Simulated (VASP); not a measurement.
Write the native input for VASP 6.6.1 that does the following.

```yaml
Task: electric field gradients
Functional: PBE
Potentials_or_basis: VASP PAW PBE potentials, release 64 (Fe)
Cutoff: 520 eV
k_mesh: 17 × 17 × 10
Occupations: fermi-dirac, width 0.08 eV
Spin: no spin polarisation
Dipole_correction: no
Further_INCAR_settings: ALGO = Normal; EDIFF = 1e-08; NBANDS = 15
```

The structure of Fe lies in POSCAR:

```
Fe
1.0
    2.4098160095      0.0000000000      0.0000000000
   -1.2049080047      2.0869618826      0.0000000000
    0.0000000000      0.0000000000      3.8419344700
Fe
2
Direct
    0.3333333333      0.6666666667      0.2500000000
    0.6666666667      0.3333333333      0.7500000000
```

This cell differs from its parent crystal: equal xx and yy strain of -1 %.

These files were run (other wordings do the same):

INCAR

```
SYSTEM = Fe
PREC     = Accurate       ! precision mode
ENCUT    = 520            ! plane-wave cutoff, eV
EDIFF    = 1E-8           ! SCF threshold, eV
ISMEAR   = -1             ! smearing method
SIGMA    = 0.08           ! smearing width, eV
LREAL    = .FALSE.        ! projectors in reciprocal space
LASPH    = .TRUE.         ! aspherical terms in the spheres
NELM     = 120            ! most SCF steps
ALGO     = Normal         ! electronic algorithm
ISIF     = 2              ! what is computed and relaxed
LWAVE    = .FALSE.        ! write WAVECAR
LCHARG   = .FALSE.        ! write CHGCAR
GGA      = PE             ! functional
LEFG     = .TRUE.       
NBANDS   = 15             ! bands
GGA_COMPAT= .FALSE.
```

KPOINTS

```
regular mesh
0
G
  17 17 10
  0 0 0
```

Potentials or basis: VASP PAW PBE potentials, release 64 (Fe).

Run with:

```bash
$ cat potpaw_PBE.64/Fe/POTCAR > POTCAR
$ mpirun -np 1 vasp_std > vasp.out
```

It gave:

```yaml
Pressure: 17.1 GPa
Band_gap_on_the_k_mesh: zero (band 8 reaches 8.46 eV, above the bottom of band 9 at 6.46 eV)
```

Caveat: the cell differs from its parent crystal (equal xx and yy strain of -1 %); without QUAD_EFG the Cq values of the log hold for a quadrupole moment of 1 mb, not for the nuclei; the run has no spin polarisation, though such a crystal can be magnetic.

Wall time 54 s on 1 thread of Intel Xeon 6975P-C (shared host), peak memory 0.17 GiB.
